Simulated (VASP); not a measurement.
Al:

```xyz
1
Lattice="0.0000 2.0248 2.0248 2.0248 0.0000 2.0248 2.0248 2.0248 0.0000" Properties=species:S:1:pos:R:3 pbc="T T T"
Al    0.0000    0.0000    0.0000
```

Base run:

```yaml
Program: VASP 6.6.1
Functional: pbesol exchange, pbe correlation
Potentials_or_basis: VASP PAW PBE potentials, release 64 (Al)
Cutoff: 500 eV
k_mesh: 11 × 11 × 11
Occupations: gaussian, width 0.1 eV
Spin: no spin polarisation
```

Its results: band gap on the k mesh zero (an odd number of electrons rules out a gap without spin polarisation); pressure -2.5 GPa.

**Question.** The run is repeated on the same cell with these changes: functional from pbesol exchange, pbe correlation to b88 exchange, pbe correlation; occupations from gaussian, width 0.1 eV to fermi-dirac, width 0.05 eV. What comes out?

**Answer.** Band gap on the k mesh zero (an odd number of electrons rules out a gap without spin polarisation); pressure 0.1 GPa.

Caveats: the PAW data sets were made with another functional, which shifts forces and pressure a little.
